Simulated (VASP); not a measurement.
# TiO2 (Rutile) (P4_2/mnm) in VASP: notebook, part 2 of 2

VASP 6.6.1. The steps go on from the part before.

**3. Electric field gradients, r2SCAN**

File POSCAR:

```
TiO2
1.0
    4.5922000000      0.0000000000      0.0000000000
    0.0000000000      4.5922000000      0.0000000000
    0.0000000000      0.0000000000      2.9574000000
Ti O
2 4
Direct
    0.0000000000      0.0000000000      0.0000000000
    0.5000000000      0.5000000000      0.5000000000
    0.3042201823      0.3042201823      0.0000000000
    0.1957798177      0.8042201823      0.5000000000
    0.6957798177      0.6957798177      0.0000000000
    0.8042201823      0.1957798177      0.5000000000
```

File INCAR.step1:

```
SYSTEM = TiO2
  PREC = Accurate
  ENCUT = 520
  ISMEAR = -1
  SIGMA = 0.02
  LREAL = .False.
  LASPH = .True.
  NELM = 100
  NBANDS = 33
  GGA = PE
  ALGO = Normal
  EDIFF = 1E-4
  LWAVE = .True.
  LCHARG = .False.
```

File INCAR.step2:

```
SYSTEM = TiO2
  PREC = Accurate
  ENCUT = 520
  EDIFF = 1E-8
  ISMEAR = -1
  SIGMA = 0.02
  LREAL = .False.
  LASPH = .True.
  NELM = 100
  ALGO = Normal
  ISIF = 2
  LWAVE = .False.
  LCHARG = .False.
  METAGGA = R2SCAN
  LMIXTAU = .True.
  LEFG = .True.
  NBANDS = 33
  ISTART = 1
```

File KPOINTS:

```
regular mesh
0
Gamma
  7 7 10
  0 0 0
```

Potentials or basis: VASP PAW PBE potentials, release 64 (Ti_sv, O).

Command:

```console
cat potpaw_PBE.64/Ti_sv/POTCAR potpaw_PBE.64/O/POTCAR > POTCAR
cp INCAR.step1 INCAR
mpirun -np 1 vasp_std > vasp.out
cp INCAR.step2 INCAR
mpirun -np 1 vasp_std > vasp.out
```

OUTCAR:

```text
SYSTEM = TiO2
   PREC = Accurate
   ENCUT = 520
   EDIFF = 1E-8
   ISMEAR = -1
   LREAL = .False.
   LASPH = .True.
   NELM = 100
   ISIF = 2
   METAGGA = R2SCAN
   ISTART = 1

 ion  position               nearest neighbor table
   1  0.000  0.000  0.000-   4 1.95   6 1.95   4 1.95   6 1.95   5 1.98   3 1.98
   2  0.500  0.500  0.500-   3 1.95   5 1.95   3 1.95   5 1.95   4 1.98   6 1.98
   3  0.304  0.304  0.000-   2 1.95   2 1.95   1 1.98
   4  0.196  0.804  0.500-   1 1.95   1 1.95   2 1.98
   5  0.696  0.696  0.000-   2 1.95   2 1.95   1 1.98
   6  0.804  0.196  0.500-   1 1.95   1 1.95   2 1.98

  LATTYP: Found a simple tetragonal cell.
 ALAT       =     4.5922000000
 C/A-ratio  =     0.6440050520

  Lattice vectors:

 A1 = (   4.5922000000,   0.0000000000,   0.0000000000)
 A2 = (   0.0000000000,   4.5922000000,   0.0000000000)
 A3 = (   0.0000000000,   0.0000000000,   2.9574000000)

Analysis of symmetry for initial positions (statically):
=====================================================================
 Subroutine PRICEL returns:
 Original cell was already a primitive cell.

 Routine SETGRP: Setting up the symmetry group for a
 simple tetragonal supercell.

 Subroutine GETGRP returns: Found 16 space group operations
 (whereof  8 operations were pure point group operations)
 out of a pool of 16 trial point group operations.

The static configuration has the point symmetry D_2h.
 The point group associated with its full space group is D_4h.
[... 1048 lines left out ...]
  -------------------------------------------------------------------------------------
  Total        0.4619933      0.4619933      0.4848793     -0.0000000      0.0000000      0.0000000
  in kB       11.8684666     11.8684666     12.4564003     -0.0000000      0.0000000      0.0000000
  external PRESSURE =      12.0644445 kB  Pullay stress =       0.0000000 kB

 VOLUME and BASIS-vectors are now :
 -----------------------------------------------------------------------------
  energy-cutoff  :      520.00
  volume of cell :       62.37
      direct lattice vectors                 reciprocal lattice vectors
     4.592200000  0.000000000  0.000000000     0.217760550  0.000000000  0.000000000
     0.000000000  4.592200000  0.000000000     0.000000000  0.217760550  0.000000000
     0.000000000  0.000000000  2.957400000     0.000000000  0.000000000  0.338134848

 POSITION                                       TOTAL-FORCE (eV/Angst)
 -----------------------------------------------------------------------------------
      0.00000      0.00000      0.00000         0.000000     -0.000000      0.000000
      2.29610      2.29610      1.47870         0.000000     -0.000000      0.000000
      1.39704      1.39704      0.00000         0.014093      0.014093     -0.000000
      0.89906      3.69314      1.47870        -0.014093      0.014093      0.000000
      3.19516      3.19516      0.00000        -0.014093     -0.014093      0.000000
      3.69314      0.89906      1.47870         0.014093     -0.014093      0.000000
 -----------------------------------------------------------------------------------
    total drift:                                0.000000      0.000000      0.000000

  FREE ENERGIE OF THE ION-ELECTRON SYSTEM (eV)
  ---------------------------------------------------
  free  energy   TOTEN  =       -69.7941437733 eV

  energy  without entropy=      -69.7941437733  energy(sigma->0) =      -69.79414377

 Electric field gradients (V/A^2)
---------------------------------------------------------------------
 ion       V_xx      V_yy      V_zz      V_xy      V_xz      V_yz
---------------------------------------------------------------------
   1      10.333    10.333   -20.666     1.409     0.000    -0.000
   2      10.333    10.333   -20.666    -1.409     0.000    -0.000
   3      -0.792    -0.792     1.584    24.900     0.000     0.000
   4      -0.792    -0.792     1.584   -24.900    -0.000     0.000
   5      -0.792    -0.792     1.584    24.900    -0.000    -0.000
   6      -0.792    -0.792     1.584   -24.900     0.000    -0.000
---------------------------------------------------------------------

 Electric field gradients after diagonalization (V/A^2)
 (convention: |V_zz| > |V_xx| > |V_yy|)
----------------------------------------------------------------------
 ion       V_xx      V_yy      V_zz     asymmetry (V_yy - V_xx)/ V_zz
----------------------------------------------------------------------
   1      11.742     8.924   -20.666       0.136
   2      11.742     8.924   -20.666       0.136
   3      24.108     1.584   -25.692       0.877
   4      24.108     1.584   -25.692       0.877
   5      24.108     1.584   -25.692       0.877
   6      24.108     1.584   -25.692       0.877
----------------------------------------------------------------------

           NMR quadrupolar parameters

 Cq : quadrupolar parameter    Cq=e*Q*V_zz/h
 eta: asymmetry parameters     (V_yy - V_xx)/ V_zz
 Q  : nuclear electric quadrupole moment in mb (millibarn)
----------------------------------------------------------------------
 ion       Cq(MHz)       eta       Q (mb)
----------------------------------------------------------------------
   1      -0.050       0.136       1.000
   2      -0.050       0.136       1.000
   3      -0.062       0.877       1.000
   4      -0.062       0.877       1.000
   5      -0.062       0.877       1.000
   6      -0.062       0.877       1.000
----------------------------------------------------------------------
```

OUTCAR.step1:

```text
SYSTEM = TiO2
   PREC = Accurate
   ENCUT = 520
   ISMEAR = -1
   LREAL = .False.
   LASPH = .True.
   NELM = 100
[... 1102 lines left out ...]
      0.89906      3.69314      1.47870         0.017791     -0.017791      0.000000
      3.19516      3.19516      0.00000         0.017791      0.017791     -0.000000
      3.69314      0.89906      1.47870        -0.017791      0.017791     -0.000000
 -----------------------------------------------------------------------------------
    total drift:                                0.000000      0.000000      0.000000

  FREE ENERGIE OF THE ION-ELECTRON SYSTEM (eV)
  ---------------------------------------------------
  free  energy   TOTEN  =       -53.6436750700 eV

  energy  without entropy=      -53.6436750700  energy(sigma->0) =      -53.64367507
```

OSZICAR.step1:

```text
N       E                     dE             d eps       ncg     rms          rms(c)
DAV:   1     0.652741788002E+03    0.65274E+03   -0.24072E+04  3960   0.172E+03
DAV:   2     0.266865155573E+02   -0.62606E+03   -0.57808E+03  4314   0.512E+02
DAV:   3    -0.661037065550E+02   -0.92790E+02   -0.90965E+02  5368   0.190E+02
DAV:   4    -0.709485042463E+02   -0.48448E+01   -0.48342E+01  5878   0.409E+01
DAV:   5    -0.711255239935E+02   -0.17702E+00   -0.17700E+00  5195   0.628E+00    0.315E+01
DAV:   6    -0.539397007501E+02    0.17186E+02   -0.74681E+01  5209   0.886E+01    0.110E+01
DAV:   7    -0.539155015740E+02    0.24199E-01   -0.13386E+01  4966   0.328E+01    0.923E+00
DAV:   8    -0.538262424714E+02    0.89259E-01   -0.44228E-01  4818   0.478E+00    0.775E+00
DAV:   9    -0.538398963668E+02   -0.13654E-01   -0.15159E+00  5055   0.144E+01    0.394E+00
DAV:  10    -0.536506875137E+02    0.18921E+00   -0.80676E-01  4941   0.877E+00    0.798E-01
DAV:  11    -0.536449416101E+02    0.57459E-02   -0.35309E-02  4679   0.154E+00    0.476E-01
DAV:  12    -0.536444028854E+02    0.53872E-03   -0.67047E-03  4494   0.847E-01    0.229E-01
DAV:  13    -0.536436582609E+02    0.74462E-03   -0.17056E-03  5204   0.358E-01    0.629E-02
DAV:  14    -0.536436750700E+02   -0.16809E-04   -0.85747E-05  2607   0.809E-02
   1 F= -.53643675E+02 E0= -.53643675E+02  d E =-.581359E-12
```

Wall time 8.5 min (1 thread of Intel Xeon Platinum 8259CL at 2.50GHz (Skylake/Cascade Lake), shared host); peak memory 0.24 GiB.

What came out:

```
Free energy            : -69.7941 eV
Pressure               : 1.2 GPa
Largest force          : 0.020 eV/Å
Band gap on the k mesh : 2.21 eV, direct
```

Forces on the atoms (eV/Å):
```
Ti   0.000  0.000  0.000
Ti   0.000  0.000  0.000
O    0.014  0.014  0.000
O   -0.014  0.014  0.000
O   -0.014 -0.014  0.000
O    0.014 -0.014  0.000
```

Electric field gradients, principal values (V/Å²):
```csv
atom,least,middle,greatest (by size)
1 Ti,8.924,11.742,-20.666
2 Ti,8.924,11.742,-20.666
3 O,1.584,24.108,-25.692
4 O,1.584,24.108,-25.692
5 O,1.584,24.108,-25.692
6 O,1.584,24.108,-25.692
```

Caveat: without QUAD_EFG the Cq values of the log hold for a quadrupole moment of 1 mb, not for the nuclei; the PAW data sets were made with another functional, which shifts forces and pressure a little. r2SCAN opens gaps a little over a GGA but as a rule still falls short of measured ones.

**4. Electric field gradients, PBE**

File INCAR:

```
PREC     = Accurate       # precision mode
ENCUT    = 520            # plane-wave cutoff, eV
EDIFF    = 1E-8           # SCF threshold, eV
ISMEAR   = -1             # smearing method
SIGMA    = 0.02           # smearing width, eV
LREAL    = False          # projectors in reciprocal space
LASPH    = True           # aspherical terms in the spheres
NELM     = 100            # most SCF steps
ALGO     = Normal         # electronic algorithm
ISIF     = 2              # what is computed and relaxed
LWAVE    = False          # write WAVECAR
LCHARG   = False          # write CHGCAR
GGA      = PE             # functional
LEFG     = True         
NBANDS   = 33             # bands
```

File KPOINTS:

```
regular mesh
0
Gamma
  7 7 10
```

File POSCAR:

```
TiO2
1.0
    4.5922000000      0.0000000000      0.0000000000
    0.0000000000      4.5922000000      0.0000000000
    0.0000000000      0.0000000000      2.9574000000
Ti O
2 4
Direct
    0.0000000000      0.0000000000      0.0000000000
    0.5000000000      0.5000000000      0.5000000000
    0.3049600000      0.3049600000      0.0000000000
    0.1950400000      0.8049600000      0.5000000000
    0.6950400000      0.6950400000      0.0000000000
    0.8049600000      0.1950400000      0.5000000000
```

Potentials or basis: VASP PAW PBE potentials, release 64 (Ti_sv, O).

Command:

```console
cat potpaw_PBE.64/Ti_sv/POTCAR potpaw_PBE.64/O/POTCAR > POTCAR
mpirun -np 1 vasp_std > vasp.out
```

OUTCAR:

```text
PREC = Accurate
   ENCUT = 520
   EDIFF = 1E-8
   ISMEAR = -1
   LREAL = False
   LASPH = True
   NELM = 100
   ISIF = 2
   GGA = PE

 ion  position               nearest neighbor table
   1  0.000  0.000  0.000-   4 1.95   6 1.95   4 1.95   6 1.95   5 1.98   3 1.98
   2  0.500  0.500  0.500-   3 1.95   5 1.95   3 1.95   5 1.95   4 1.98   6 1.98
   3  0.305  0.305  0.000-   2 1.95   2 1.95   1 1.98
   4  0.195  0.805  0.500-   1 1.95   1 1.95   2 1.98
   5  0.695  0.695  0.000-   2 1.95   2 1.95   1 1.98
   6  0.805  0.195  0.500-   1 1.95   1 1.95   2 1.98

  LATTYP: Found a simple tetragonal cell.
 ALAT       =     4.5922000000
 C/A-ratio  =     0.6440050520

  Lattice vectors:

 A1 = (   4.5922000000,   0.0000000000,   0.0000000000)
 A2 = (   0.0000000000,   4.5922000000,   0.0000000000)
 A3 = (   0.0000000000,   0.0000000000,   2.9574000000)

Analysis of symmetry for initial positions (statically):
=====================================================================
 Subroutine PRICEL returns:
 Original cell was already a primitive cell.

 Routine SETGRP: Setting up the symmetry group for a
 simple tetragonal supercell.

[... 1077 lines left out ...]
    total drift:                                0.000000      0.000000     -0.000000

  FREE ENERGIE OF THE ION-ELECTRON SYSTEM (eV)
  ---------------------------------------------------
  free  energy   TOTEN  =       -53.6421774542 eV

  energy  without entropy=      -53.6421774542  energy(sigma->0) =      -53.64217745

 Electric field gradients (V/A^2)
---------------------------------------------------------------------
 ion       V_xx      V_yy      V_zz      V_xy      V_xz      V_yz
---------------------------------------------------------------------
   1      11.022    11.022   -22.045     3.614     0.000    -0.000
   2      11.022    11.022   -22.045    -3.614     0.000    -0.000
   3       0.585     0.585    -1.170    21.920     0.000    -0.000
   4       0.585     0.585    -1.170   -21.920    -0.000     0.000
   5       0.585     0.585    -1.170    21.920     0.000     0.000
   6       0.585     0.585    -1.170   -21.920    -0.000     0.000
---------------------------------------------------------------------

 Electric field gradients after diagonalization (V/A^2)
 (convention: |V_zz| > |V_xx| > |V_yy|)
----------------------------------------------------------------------
 ion       V_xx      V_yy      V_zz     asymmetry (V_yy - V_xx)/ V_zz
----------------------------------------------------------------------
   1      14.637     7.408   -22.045       0.328
   2      14.637     7.408   -22.045       0.328
   3     -21.335    -1.170    22.505       0.896
   4     -21.335    -1.170    22.505       0.896
   5     -21.335    -1.170    22.505       0.896
   6     -21.335    -1.170    22.505       0.896
----------------------------------------------------------------------

           NMR quadrupolar parameters

 Cq : quadrupolar parameter    Cq=e*Q*V_zz/h
 eta: asymmetry parameters     (V_yy - V_xx)/ V_zz
 Q  : nuclear electric quadrupole moment in mb (millibarn)
----------------------------------------------------------------------
 ion       Cq(MHz)       eta       Q (mb)
----------------------------------------------------------------------
   1      -0.053       0.328       1.000
   2      -0.053       0.328       1.000
   3       0.054       0.896       1.000
   4       0.054       0.896       1.000
   5       0.054       0.896       1.000
   6       0.054       0.896       1.000
----------------------------------------------------------------------
```

OSZICAR:

```text
N       E                     dE             d eps       ncg     rms          rms(c)
DAV:   1     0.652861478375E+03    0.65286E+03   -0.24073E+04  3960   0.172E+03
DAV:   2     0.268076828236E+02   -0.62605E+03   -0.57817E+03  4306   0.512E+02
DAV:   3    -0.660838811382E+02   -0.92892E+02   -0.91071E+02  5352   0.190E+02
DAV:   4    -0.709420335304E+02   -0.48582E+01   -0.48473E+01  5894   0.410E+01
[... 11 lines left out ...]
DAV:  16    -0.536421774606E+02   -0.14244E-05   -0.98713E-06  4577   0.222E-02    0.447E-03
DAV:  17    -0.536421775291E+02   -0.68449E-07   -0.75622E-07  5631   0.962E-03    0.170E-03
DAV:  18    -0.536421774682E+02    0.60888E-07   -0.30205E-07  5149   0.398E-03    0.593E-04
DAV:  19    -0.536421774551E+02    0.13158E-07   -0.20606E-08  3139   0.140E-03    0.309E-04
DAV:  20    -0.536421774542E+02    0.83764E-09   -0.30783E-09  2443   0.438E-04
   1 F= -.53642177E+02 E0= -.53642177E+02  d E =-.462651E-12
```

stdout:

```text
POSCAR found type information on POSCAR TiO
 POSCAR found :  2 types and       6 ions
 scaLAPACK will be used
 LDA part: xc-table for (Slater+PW92), standard interpolation
 POSCAR, INCAR and KPOINTS ok, starting setup
 FFT: planning ... GRIDC
 FFT: planning ... GRID_SOFT
 FFT: planning ... GRID
 WAVECAR not read
 entering main loop
ion   1

ion   2

ion   3

ion   4

ion   5

ion   6
```

Wall time 68 s (1 thread of Intel Xeon 6975P-C, shared host); peak memory 0.24 GiB.

What came out:

- Free energy: -53.6422 eV
- Pressure: 6.1 GPa
- Largest force: 0.126 eV/Å
- Band gap on the k mesh: 1.87 eV, direct

Forces on the atoms (eV/Å):
```
Ti   0.000  0.000  0.000
Ti   0.000  0.000  0.000
O   -0.089 -0.089  0.000
O    0.089 -0.089  0.000
O    0.089  0.089  0.000
O   -0.089  0.089  0.000
```

Stress tensor (GPa, compression positive):
```
6.24 0.00 0.00
0.00 6.24 0.00
0.00 0.00 5.76
```

Electric field gradients, principal values (V/Å²):
| atom | least | middle | greatest (by size) |
| --- | --- | --- | --- |
| 1 Ti | 7.408 | 14.637 | -22.045 |
| 2 Ti | 7.408 | 14.637 | -22.045 |
| 3 O | -1.170 | -21.335 | 22.505 |
| 4 O | -1.170 | -21.335 | 22.505 |
| 5 O | -1.170 | -21.335 | 22.505 |
| 6 O | -1.170 | -21.335 | 22.505 |

Caveat: without QUAD_EFG the Cq values of the log hold for a quadrupole moment of 1 mb, not for the nuclei. A k mesh can miss the band edges.
